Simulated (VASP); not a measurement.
Here is a VASP 6.6.1 calculation.

Contents of INCAR:

```
SYSTEM = BaF2
  PREC = Accurate
  ENCUT = 600
  EDIFF = 1E-6
  ISMEAR = 0
  SIGMA = 0.02
  LREAL = .FALSE.
  LASPH = .TRUE.
  NELM = 200
  ALGO = Normal
  ISIF = 2
  LWAVE = .FALSE.
  LCHARG = .TRUE.
  MAGMOM = 0 0 0 0 0 0 0 0 0
  LORBIT = 11
  LSORBIT = .TRUE.
  GGA_COMPAT = .FALSE.
  LORBMOM = .TRUE.
  GGA = PE
  LVHAR = .TRUE.
  NBANDS = 37
```

The input KPOINTS:

```
regular mesh
0
G
  6 6 6
  0 0 0
```

POSCAR

```
BaF2
1.0
    0.0000000000      3.1230009549      3.1230009549
    3.1230009549      0.0000000000      3.1230009549
    3.1230009549      3.1230009549      0.0000000000
Ba F
1 2
Direct
    0.0000000000      0.0000000000      0.0000000000
    0.2500000000      0.2500000000      0.2500000000
    0.7500000000      0.7500000000      0.7500000000
```

Potentials or basis: VASP PAW PBE potentials, release 64 (Ba_sv, F).

Launch:

```bash
$ cat potpaw_PBE.64/Ba_sv/POTCAR potpaw_PBE.64/F/POTCAR > POTCAR
$ mpirun -np 1 vasp_ncl > vasp.out
```

Q: Estimate the pressure.

A: 0.9 GPa.

Q: Estimate the net moment.

A: 0.00 μB per cell.

Moments on the atoms (μB; x, y, z):
```
Ba  0.00 0.00 0.00
F   0.00 0.00 0.00
F   0.00 0.00 0.00
```
